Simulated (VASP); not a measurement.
# Co (P-1) in VASP: further runs

Co is run at these levels: PBE, LDA; tasks: single point.

Program: VASP 6.6.1. These are calculated values, not measurements. Logs are shortened: lines on timing, memory, paths and dates and some standing lists are left out, and cuts for length are marked.

### Step 1. The cell of the first run

The typed cell holds 1 atom: a = 2.425 Å, b = 2.437 Å, c = 2.401 Å, α = 107.69°, β = 110.08°, γ = 109.82°.

### Step 2. Single point, PBE

Contents of INCAR:

```
SYSTEM = Co
ALGO     = Normal         ! electronic algorithm
EDIFF    = 1E-6           ! SCF threshold, eV
ENCUT    = 690            ! plane-wave cutoff, eV
GGA      = PE             ! functional
GGA_COMPAT= .False.      
ISIF     = 2              ! what is computed and relaxed
ISMEAR   = -1             ! smearing method
LASPH    = .True.         ! aspherical terms in the spheres
LCHARG   = .True.         ! write CHGCAR
LELF     = .True.         ! ELF
LREAL    = .False.        ! projectors in reciprocal space
LVHAR    = .True.       
LWAVE    = .False.        ! write WAVECAR
NBANDS   = 14             ! bands
NELM     = 120            ! most SCF steps
PREC     = Accurate       ! precision mode
SIGMA    = 0.05           ! smearing width, eV
```

Contents of KPOINTS:

```
k-points
0
Gamma
  13 13 13
  0 0 0
```

Contents of POSCAR:

```
Co
1.0
   -1.4145745000      1.3929095500      1.3921574700
    1.4429802800     -1.3751271500      1.4027808400
    1.4112696000      1.3718222500     -1.3743750600
Co
1
Direct
    0.0000000000      0.0000000000      0.0000000000
```

Potentials or basis: VASP PAW PBE potentials, release 64 (Co_sv).

Run with:

```
> cat potpaw_PBE.64/Co_sv/POTCAR > POTCAR
> mpirun -np 1 vasp_std > vasp.out
```

OUTCAR:

```text
SYSTEM = Co
   EDIFF = 1E-6
   ENCUT = 690
   GGA = PE
   ISIF = 2
   ISMEAR = -1
   LASPH = .True.
   LREAL = .False.
   NELM = 120
   PREC = Accurate

 ion  position               nearest neighbor table
   1  0.000  0.000  0.000-

  LATTYP: Found a triclinic cell.
 ALAT       =     6.1639271409
 B/A-ratio  =     0.6337387412
 C/A-ratio  =     0.3933743782
 COS(alpha) =     0.0005142480
 COS(beta)  =     0.2599597309
 COS(gamma) =     0.9471042428

  Lattice vectors:

 A1 = (  -0.0350155800,   5.5116812000,  -2.7593734900)
 A2 = (  -0.0317106800,   2.7469494000,  -2.7771559000)
 A3 = (  -1.4145745000,   1.3929095500,   1.3921574700)

Analysis of symmetry for initial positions (statically):
=====================================================================
 Subroutine PRICEL returns:
 Original cell was already a primitive cell.

 Routine SETGRP: Setting up the symmetry group for a
 triclinic supercell.

 Subroutine GETGRP returns: Found  2 space group operations
 (whereof  2 operations were pure point group operations)
 out of a pool of  2 trial point group operations.

The static configuration has the point symmetry S_2 .

Analysis of symmetry for dynamics (positions and initial velocities):
=====================================================================
 Subroutine PRICEL returns:
 Original cell was already a primitive cell.

 Routine SETGRP: Setting up the symmetry group for a
 triclinic supercell.

 Subroutine GETGRP returns: Found  2 space group operations
 (whereof  2 operations were pure point group operations)
 out of a pool of  2 trial point group operations.

The dynamic configuration has the point symmetry S_2 .

 Subroutine INISYM returns: Found  2 space group operations
 (whereof  2 operations are pure point group operations),
 and found     1 'primitive' translations

----------------------------------------------------------------------------------------

                                     Primitive cell

  volume of cell :      11.0262

  direct lattice vectors                    reciprocal lattice vectors
    -1.414574500  1.392909550  1.392157470    -0.003122163  0.359408250  0.355534697
     1.442980280 -1.375127150  1.402780840     0.346826794 -0.001864074  0.354276607
     1.411269600  1.371822250 -1.374375060     0.350832501  0.362155868 -0.005869779

  length of vectors
     2.424731006  2.437408635  2.400517647     0.505558067  0.495786461  0.504256652

  position of ions in fractional coordinates (direct lattice)
     0.000000000  0.000000000  0.000000000

  ion indices of the primitive-cell ions
   primitive index   ion index
                 1           1

----------------------------------------------------------------------------------------

 KPOINTS: k-points

Automatic generation of k-mesh.
 Grid dimensions read from file:
 generate k-points for:   13   13   13

 Generating k-lattice:

  Cartesian coordinates                     Fractional coordinates (reciprocal lattice)
    -0.000240166  0.027646788  0.027348823     0.076923077  0.000000000  0.000000000
     0.026678984 -0.000143390  0.027252047     0.000000000  0.076923077  0.000000000
     0.026987115  0.027858144 -0.000451521    -0.000000000  0.000000000  0.076923077

  Length of vectors
     0.038889082  0.038137420  0.038788973

  Shift w.r.t. Gamma in fractional coordinates (k-lattice)
     0.000000000  0.000000000  0.000000000

 Subroutine IBZKPT returns following result:
 ===========================================

 Found   1099 irreducible k-points:

 Following reciprocal coordinates:
            Coordinates               Weight
  0.000000  0.000000  0.000000      1.000000
  0.076923  0.000000 -0.000000      2.000000
  0.153846  0.000000 -0.000000      2.000000
  0.230769  0.000000  0.000000      2.000000
  0.307692  0.000000 -0.000000      2.000000
  0.384615  0.000000 -0.000000      2.000000
[... 16 lines left out ...]
  0.153846  0.153846  0.000000      2.000000
  0.230769  0.153846  0.000000      2.000000
 [... further k-points ...]
   k-points           NKPTS =   1099   k-points in BZ     NKDIM =   1099   number of bands    NBANDS=     14
   number of dos      NEDOS =    301   number of ions     NIONS =      1
   total plane-waves  NPLWV =  13824
   dimension x,y,z NGX =    24 NGY =   24 NGZ =   24
   dimension x,y,z NGXF=    48 NGYF=   48 NGZF=   48
   ions per type =               1
   NGX,Y,Z   is equivalent  to a cutoff of  16.46, 16.37, 16.62 a.u.
   NGXF,Y,Z  is equivalent  to a cutoff of  32.91, 32.74, 33.24 a.u.
 SYSTEM =  Co
   PREC   = accura    normal or accurate (medium, high low for compatibility)
   ISTART =      0    job   : 0-new  1-cont  2-samecut
   ICHARG =      2    charge: 1-file 2-atom 10-const
   ISPIN  =      1    spin polarized calculation?
   LNONCOLLINEAR =      F non collinear calculations
   LSORBIT =      F    spin-orbit coupling
   LASPH  =      T    aspherical Exc in radial PAW
   ENCUT  =  690.0 eV  50.71 Ry    7.12 a.u.   5.19  5.22  5.14*2*pi/ulx,y,z
   NELM   =    120;   NELMIN=  2; NELMDL= -5     # of ELM steps
   EDIFF  = 0.1E-05   stopping-criterion for ELM
   LREAL  =      F    real-space projection
   EDIFFG = 0.1E-04   stopping-criterion for IOM
   NSW    =      0    number of steps for IOM
   IBRION =     -1    ionic relax: 0-MD 1-quasi-New 2-CG
   NFREE  =      0    steps in history (QN), initial steepest desc. (CG)
   ISIF   =      2    stress and relaxation
   ISYM   =      2    0-nonsym 1-usesym 2-fastsym
   POTIM  = 0.5000    time-step for ionic-motion
   TEBEG  =    0.0;   TEEND  =   0.0 temperature during run
   PSTRESS=    0.0 pullay stress
   NELECT =      17.0000    total number of electrons
   NUPDOWN=      -1.0000    fix difference up-down
   EMIN   =  10.00;   EMAX   =-10.00  energy-range for DOS
   EFERMI =   0.00;   METHOD = LEGACY
   ISMEAR =    -1;   SIGMA  =   0.05  broadening in eV -4-tet -1-fermi 0-gaus
   EFERMI_NEDOS =   21; number of points for ismear=-14 and -15
   IALGO  =     38    algorithm
   IMIX   =      4    mixing-type and parameters
     AMIX     =   0.40;   BMIX     =  1.00
     AMIX_MAG =   1.60;   BMIX_MAG =  1.00
  volume/ion in A,a.u.               =      11.03        74.41
  Fermi-wavevector in a.u.,A,eV,Ry     =   1.891253  3.573949 48.665809  3.576836
  Thomas-Fermi vector in A             =   2.932437
   LORBIT       =      0    0 simple, 1 ext, 2 COOP (PROOUT), +10 PAW based schemes
   GGA     = PE    functional components
   LHFCALC =     F    Hartree Fock is set to
   AEXX    =    0.0000 exact exchange contribution
   IVDW    =     0    specifies the selected vdW correction
   LEPSILON=     F    determine dielectric tensor
   LRPA    =     F    only Hartree local field effects (RPA)
 non-spin polarized calculation
  energy-cutoff  :      690.00
  volume of cell :       11.03
 maximum number of plane-waves:       468
 NGX is ok and might be reduce to    24
   NGX = 11   NGY = 11   NGZ = 11

 number of electron      16.9999997 magnetization

 Free energy of the ion-electron system (eV)
  ---------------------------------------------------
  ext. energy  EPLUGINS =         0.00000000
  ---------------------------------------------------
  free energy    TOTEN  =        -6.67819705 eV

  energy without entropy =       -6.64367955  energy(sigma->0) =       -6.66093830

 E-fermi :  11.5766     XC(G=0): -13.8023

 val. band max:       11.5764070759   @ k =   0.2308   0.2308   0.2308
 cond. band min:      11.5767109839   @ k =   0.0769   0.3077   0.3846
 fundamental gap:      0.0003039080
 Fermi energy:        11.5766231724

 k-point     1 :       0.0000    0.0000    0.0000
  band No.  band energies     occupation
      1     -83.2843      2.00000
      2     -46.3962      2.00000
      3     -46.3776      2.00000
      4     -46.3469      2.00000
      5       2.8643      2.00000
      6       9.7358      2.00000
      7       9.8456      2.00000
      8      10.0028      2.00000
      9      11.2274      1.99815
     10      11.4305      1.89793
     11      36.4542      0.00000
     12      37.1568      0.00000
     13      37.4625      0.00000
     14      41.9493      0.00000

 k-point     2 :       0.0769    0.0000   -0.0000
  band No.  band energies     occupation
      1     -83.2812      2.00000
      2     -46.4094      2.00000
      3     -46.3826      2.00000
      4     -46.3531      2.00000
      5       3.1108      2.00000
      6       9.6746      2.00000
      7       9.9068      2.00000
      8      10.0392      2.00000
      9      11.2389      1.99767
     10      11.3764      1.96419
     11      35.4560      0.00000
     12      36.3820      0.00000
     13      36.8922      0.00000
     14      40.9411      0.00000

 k-point     3 :       0.1538    0.0000   -0.0000
  band No.  band energies     occupation
      1     -83.2724      2.00000
      2     -46.4568      2.00000
      3     -46.3860      2.00000
      4     -46.3703      2.00000
      5       3.8259      2.00000
      6       9.4992      2.00000
      7       9.8486      2.00000
      8      10.3597      2.00000
      9      11.2496      1.99712
     10      11.3049      1.99131
     11      32.2340      0.00000
     12      35.1497      0.00000
     13      36.0824      0.00000
     14      38.3850      0.00000
[... 324 lines left out ...]
 k-point    23 :       0.1538    0.1538    0.0000
  band No.  band energies     occupation
      1     -83.2549      2.00000
      2     -46.5365      2.00000
      3     -46.4307      2.00000
      4     -46.3817      2.00000
      5       5.4781      2.00000
      6       9.2779      2.00000
      7       9.3913      2.00000
      8      11.0466      1.99995
      9      11.3428      1.98156
     10      11.5378      1.37022
     11      28.0472      0.00000
     12      29.3848      0.00000
     13      34.6100      0.00000
     14      37.8647      0.00000

 k-point    24 :       0.2308    0.1538    0.0000
  band No.  band energies     occupation
      1     -83.2432      2.00000
      2     -46.5936      2.00000
      3     -46.4479      2.00000
      4     -46.3966      2.00000
      5       6.6237      2.00000
      6       9.0267      2.00000
      7       9.3387      2.00000
      8      11.1288      1.99974
      9      11.5822      0.94380
     10      12.1458      0.00002
     11      25.3650      0.00000
     12      27.1055      0.00000
     13      33.0455      0.00000
     14      37.6532      0.00000

 [... further k-points ...]

------------------------ aborting loop because EDIFF is reached ----------------------------------------

  FORCE on cell =-STRESS in cart. coord.  units (eV):
  Direction    XX          YY          ZZ          XY          YZ          ZX
  --------------------------------------------------------------------------------------
  -------------------------------------------------------------------------------------
  Total       -0.5062977     -0.9705134     -0.8343934      0.0249988     -0.1203678     -0.1939146
  in kB      -73.5684641   -141.0221299   -121.2429685      3.6324879    -17.4902453    -28.1770931
  external PRESSURE =    -111.9445208 kB  Pullay stress =       0.0000000 kB

 VOLUME and BASIS-vectors are now :
 -----------------------------------------------------------------------------
  energy-cutoff  :      690.00
  volume of cell :       11.03
      direct lattice vectors                 reciprocal lattice vectors
    -1.414574500  1.392909550  1.392157470    -0.003122163  0.359408250  0.355534697
     1.442980280 -1.375127150  1.402780840     0.346826794 -0.001864074  0.354276607
     1.411269600  1.371822250 -1.374375060     0.350832501  0.362155868 -0.005869779

 POSITION                                       TOTAL-FORCE (eV/Angst)
 -----------------------------------------------------------------------------------
      0.00000      0.00000      0.00000         0.000000      0.000000     -0.000000
 -----------------------------------------------------------------------------------
    total drift:                               -0.000000      0.000000      0.000000

  FREE ENERGIE OF THE ION-ELECTRON SYSTEM (eV)
  ---------------------------------------------------
  free  energy   TOTEN  =        -6.6781970502 eV

  energy  without entropy=       -6.6436795520  energy(sigma->0) =       -6.66093830
```

Run time: 3.2 min. Hardware: 1 thread of AMD EPYC 7R43 (Zen 3), shared host; peak memory 0.3 GiB.

Results:

| Quantity | Value |
| --- | --- |
| Free energy | -6.6782 eV |
| Pressure | -11.2 GPa |
| Band gap on the k mesh | zero (an odd number of electrons rules out a gap without spin polarisation) |

Caveat: the stress differs along the axes, from -14 to -7 GPa; the run has no spin polarisation, though such a crystal can be magnetic.

### Step 3. Single point, LDA, collinear spin, ferromagnetic start

Contents of INCAR:

```
ALGO = Normal
EDIFF = 1E-6
ENCUT = 690
GGA_COMPAT = False
ISIF = 2
ISMEAR = -1
ISPIN = 2
LASPH = True
LCHARG = True
LELF = True
LMAXMIX = 4
LORBIT = 11
LREAL = False
LVHAR = True
LWAVE = False
MAGMOM = 2
NBANDS = 18
NELM = 200
PREC = Accurate
SIGMA = 0.05
```

Contents of KPOINTS:

```
k-points
0
Gamma
  8 7 8
```

POSCAR is that of step 2.

Potentials or basis: VASP PAW LDA potentials, release 64 (Co_sv).

Run with:

```
> cat potpaw_LDA.64/Co_sv/POTCAR > POTCAR
> mpirun -np 1 vasp_std > vasp.out
```

OUTCAR:

```text
EDIFF = 1E-6
   ENCUT = 690
   ISIF = 2
   ISMEAR = -1
   ISPIN = 2
   LASPH = True
   LORBIT = 11
   LREAL = False
   NELM = 200
   PREC = Accurate

 ion  position               nearest neighbor table
   1  0.000  0.000  0.000-

  LATTYP: Found a triclinic cell.
 ALAT       =     6.1639271409
 B/A-ratio  =     0.6337387412
 C/A-ratio  =     0.3933743782
 COS(alpha) =     0.0005142480
 COS(beta)  =     0.2599597309
[... 1221 lines left out ...]
  --------------------------------------------------------------------------------------
  -------------------------------------------------------------------------------------
  Total       -1.1569998     -1.2161033     -1.2996010      0.0313243     -0.1118209     -0.1309894
  in kB     -168.1198480   -176.7079964   -188.8407693      4.5516250    -16.2483347    -19.0336357
  external PRESSURE =    -177.8895379 kB  Pullay stress =       0.0000000 kB

 VOLUME and BASIS-vectors are now :
 -----------------------------------------------------------------------------
  energy-cutoff  :      690.00
  volume of cell :       11.03
      direct lattice vectors                 reciprocal lattice vectors
    -1.414574500  1.392909550  1.392157470    -0.003122163  0.359408250  0.355534697
     1.442980280 -1.375127150  1.402780840     0.346826794 -0.001864074  0.354276607
     1.411269600  1.371822250 -1.374375060     0.350832501  0.362155868 -0.005869779

 POSITION                                       TOTAL-FORCE (eV/Angst)
 -----------------------------------------------------------------------------------
      0.00000      0.00000      0.00000         0.000000      0.000000     -0.000000
 -----------------------------------------------------------------------------------
    total drift:                               -0.000000      0.000000      0.000000

  FREE ENERGIE OF THE ION-ELECTRON SYSTEM (eV)
  ---------------------------------------------------
  free  energy   TOTEN  =        -7.9868833849 eV

  energy  without entropy=       -7.9716202459  energy(sigma->0) =       -7.97925182

 total charge

# of ion       s       p       d       tot
------------------------------------------
    1        2.245   6.115   6.696  15.056

 magnetization (x)

# of ion       s       p       d       tot
------------------------------------------
    1        0.000  -0.006   1.725   1.719
```

OSZICAR:

```text
N       E                     dE             d eps       ncg     rms          rms(c)
DAV:   1     0.185887666733E+03    0.18589E+03   -0.98270E+03 19440   0.342E+03
DAV:   2    -0.239051837857E+01   -0.18828E+03   -0.17586E+03 23614   0.668E+02
DAV:   3    -0.914691873371E+01   -0.67564E+01   -0.66385E+01 22818   0.130E+02
DAV:   4    -0.922581960535E+01   -0.78901E-01   -0.78865E-01 22356   0.108E+01
DAV:   5    -0.922766683674E+01   -0.18472E-02   -0.18471E-02 20868   0.144E+00    0.118E+01
DAV:   6    -0.835197380783E+01    0.87569E+00   -0.37499E+00 18184   0.816E+01    0.101E+01
DAV:   7    -0.800319700340E+01    0.34878E+00   -0.80109E-01 18466   0.349E+01    0.350E+00
DAV:   8    -0.799280242224E+01    0.10395E-01   -0.10756E-02 18538   0.208E+00    0.135E+00
DAV:   9    -0.798706354666E+01    0.57389E-02   -0.26147E-03 24596   0.155E+00    0.303E-01
DAV:  10    -0.798686284228E+01    0.20070E-03   -0.60418E-04 19374   0.870E-01    0.794E-02
DAV:  11    -0.798688105903E+01   -0.18217E-04   -0.36492E-05 21754   0.164E-01    0.366E-02
DAV:  12    -0.798688265716E+01   -0.15981E-05   -0.24655E-06 16638   0.395E-02    0.182E-02
DAV:  13    -0.798688338493E+01   -0.72777E-06   -0.34913E-07  9626   0.173E-02
   1 F= -.79868834E+01 E0= -.79792518E+01  d E =-.152631E-01  mag=     1.7038
```

Run time: 80 s. Hardware: 1 thread of AMD EPYC 9R45 (Zen 5), shared host; peak memory 0.18 GiB.

Results:

| Property | Result |
| --- | --- |
| Free energy | -7.9869 eV |
| Pressure | -17.8 GPa |
| Net moment | 1.70 μB per cell |
| Site moments | Co +1.72 μB |
| Valence electrons inside the program's atomic spheres | Co 15.06 |

Levels at points of the mesh, in eV from the Fermi level:
Spin up:
| k point | band 6 | band 7 | band 8 | band 9 | band 10 | band 11 | band 12 | band 13 |
| --- | --- | --- | --- | --- | --- | --- | --- | --- |
| (0.00, 0.00, 0.00) | -2.97 | -2.87 | -2.69 | -1.67 | -1.58 | 24.56 | 25.24 | 25.53 |
| (0.50, 0.00, 0.00) | -3.99 | -1.51 | -1.34 | -0.37 | -0.05 | 6.51 | 17.82 | 19.27 |
| (0.00, 0.00, 0.50) | -3.82 | -1.68 | -1.41 | -0.36 | -0.09 | 6.46 | 18.28 | 19.65 |
| (0.50, 0.00, 0.50) | -3.70 | -1.72 | -1.53 | -0.34 | -0.04 | 6.53 | 18.38 | 19.82 |
Spin down:
```csv
k point,band 5,band 6,band 7,band 8,band 9,band 10,band 11,band 12
"(0.00, 0.00, 0.00)",-8.96,-1.53,-1.41,-1.21,0.16,0.33,24.59,25.29
"(0.50, 0.00, 0.00)",-4.34,-2.69,0.16,0.31,0.55,1.32,7.52,18.01
"(0.00, 0.00, 0.50)",-4.34,-2.50,0.11,0.12,0.47,1.33,7.47,18.45
"(0.50, 0.00, 0.50)",-4.33,-2.36,0.03,0.17,0.37,1.36,7.54,18.54
```

Caveat: the k points lie up to 0.43 Å⁻¹ apart.
